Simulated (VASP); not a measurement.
Wanted: the native input for a VASP 6.6.1 run.

```yaml
Task: electric field gradients
Functional: LDA
Potentials_or_basis: VASP PAW LDA potentials, release 64 (In_d)
Cutoff: 520 eV
k_mesh: 14 × 14 × 14
Occupations: fermi-dirac, width 0.05 eV
Spin: no spin polarisation
Dipole_correction: no
Further_INCAR_settings: ALGO = Normal; EDIFF = 1e-08; NBANDS = 12
```

The structure of In lies in POSCAR:

```
In
1.0
   -1.6152359128      1.6152359128      2.4573458084
    1.6152359128     -1.6152359128      2.4573458084
    1.6152359128      1.6152359128     -2.4573458084
In
1
Direct
    0.0000000000      0.0000000000      0.0000000000
```

The input as run:

INCAR

```
PREC = Accurate
ENCUT = 520
EDIFF = 1E-8
ISMEAR = -1
SIGMA = 0.05
LREAL = F
LASPH = T
NELM = 100
ALGO = Normal
ISIF = 2
LWAVE = F
LCHARG = F
GGA = CA
LEFG = T
NBANDS = 12
```

KPOINTS

```
Automatic mesh
0
Gamma
  14 14 14
```

Potentials or basis: VASP PAW LDA potentials, release 64 (In_d).

Command:

```sh
$ cat potpaw_LDA.64/In_d/POTCAR > POTCAR
$ mpirun -np 1 vasp_std > vasp.out
```

Results of the run:

```json
{"Pressure": "-1.9 GPa", "Band gap on the k mesh": "zero (an odd number of electrons rules out a gap without spin polarisation)", "Largest electric field gradient by atom": "In +22.6 V/Å²"}
```

Caveat: without QUAD_EFG the Cq values of the log hold for a quadrupole moment of 1 mb, not for the nuclei; spin-orbit coupling is left out, which moves the levels of the heavy elements.

It took 59 s on 1 thread of Intel(R) Xeon(R) 6975P-C (Granite Rapids) (shared host), peak memory 0.19 GiB.
